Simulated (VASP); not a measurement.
## Al: relaxation of cell and atoms with LDA

Crystal: Al.

```
Al
1.0
     2.82708    0.00000    0.00000
    -1.41354    2.44832    0.00000
     0.00000    0.00000    9.18599
Al
4
Direct
  0.00000 0.00000 0.00000
  0.33333 0.66667 0.25000
  0.00000 0.00000 0.50000
  0.66667 0.33333 0.75000
```

```yaml
Program: VASP 6.6.1
Task: relaxation of cell and atoms
Functional: LDA
Potentials_or_basis: VASP PAW LDA potentials, release 64 (Al)
Cutoff: 600 eV
k_mesh: 9 × 9 × 3
Occupations: fermi-dirac, width 0.1 eV
Spin: no spin polarisation
Dipole_correction: no
Further_INCAR_settings: ALGO = Normal; EDIFF = 1e-06; IBRION = 2; EDIFFG = -0.02; NSW = 80; ISIF = 3
```

```yaml
Relaxed_volume: 15.87 Å³/atom
Relaxed_cell: a = 2.807 Å, b = 2.807 Å, c = 9.303 Å, α = 90.00°, β = 90.00°, γ = 120.00°
Space_group_after_relaxing_to_0.05_Å: P6_3/mmc (No. 194)
Energy_gained_by_relaxing: 2.1 meV/atom
Ionic_steps: 5
Pressure_after_relaxing: -0.1 GPa
Band_gap_on_the_k_mesh: zero (band 6 reaches 12.00 eV, above the bottom of band 7 at 6.88 eV)
```

Step by step:
```
step  energy change (eV)  largest force (eV/Å)  pressure (GPa)  volume (Å³)
   1              0.0000                0.0000           -0.25        63.58
   2             -0.0075                0.0000            0.08        63.35
   3             -0.0082                0.0000            0.21        63.26
   4             -0.0082                0.0000            0.23        63.25
   5             -0.0084                0.0000           -0.05        63.47
```

Final structure:
```
Al
1.0
     2.80669    0.00000    0.00000
    -1.40335    2.43067    0.00000
     0.00000    0.00000    9.30301
Al
4
Direct
  0.00000 0.00000 0.00000
  0.33333 0.66667 0.25000
  0.00000 0.00000 0.50000
  0.66667 0.33333 0.75000
```

Levels at points of the mesh, in eV from the Fermi level:
```tsv
k point	band 1	band 2	band 3	band 4	band 5	band 6	band 7	band 8	band 9	band 10
(0.00, 0.00, 0.00)	-11.31	-9.62	-9.62	-4.73	-4.57	3.28	3.29	11.15	11.15	11.31
```

Wall time 39 s on 1 thread of AMD EPYC 9R45 (Zen 5) (shared host), peak memory 0.13 GiB.
